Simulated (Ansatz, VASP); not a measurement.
# Bi3H2 in VASP and in Ansatz

```
CELL_PARAMETERS angstrom
3.99145 0.00000 0.00000
0.00000 3.99145 0.00000
0.00000 0.00000 6.71119
ATOMIC_POSITIONS crystal
Bi 0.50000 0.50000 0.83786
Bi 0.50000 0.50000 0.16214
Bi 0.50000 0.50000 0.50000
H 0.00000 0.50000 0.50000
H 0.50000 0.00000 0.50000
```

Alike in both runs: task single point; functional PBE; k mesh 4 × 4 × 4; occupations gaussian, width 0.1 eV; no spin polarisation.

|  | VASP | Ansatz |
| --- | --- | --- |
| version | VASP 6.6.1 | Ansatz 0.2.0 |
| potentials or method | VASP PAW PBE potentials, release 64 (Bi_d, H), cutoff 520 eV | scalar-relativistic, plane waves, PAW |
| valence electrons in the cell | 47 | 47 |

VASP gave:

- gap on the k mesh at the Fermi level (eV): none
- rms of the force components (eV/Å): 1.361

Task: What did Ansatz give for the same quantities?

Result: gap on the k mesh at the Fermi level (eV): none; rms of the force components (eV/Å): 1.392.

Atom by atom the forces differ by 0.031 eV/Å (rms over components). A gap of «none» marks a metal or a gap that the smearing closes.

The k mesh is coarse, so the values compare programs but aren't converged. Neither program's run includes spin-orbit coupling.
